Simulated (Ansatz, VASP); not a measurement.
## One calculation of ScAl3, two programs

```
Sc Al
1.0
     4.10533    0.00000    0.00000
     0.00000    4.10533    0.00000
     0.00000    0.00000    4.10533
Sc Al
1 3
Cartesian
  0.0000 0.0000 0.0000
  2.0527 0.0000 2.0527
  0.0000 2.0527 2.0527
  2.0527 2.0527 0.0000
```

Alike in both runs: task single point; functional PBE; k mesh 14 × 14 × 14; occupations gaussian, width 0.15 eV; no spin polarisation.

```csv
,VASP,Ansatz
version,VASP 6.6.1,Ansatz 0.2.0
potentials or method,"VASP PAW PBE potentials, release 64 (Sc_sv, Al), cutoff 520 eV","scalar-relativistic, plane waves, PAW"
valence electrons in the cell,20,20
```

```csv
,VASP,Ansatz,Ansatz less VASP
gap on the k mesh at the Fermi level (eV),none,none,-
pressure (GPa),0.0,0.0,+0.01
```

A gap of «none» marks a metal or a gap that the smearing closes.
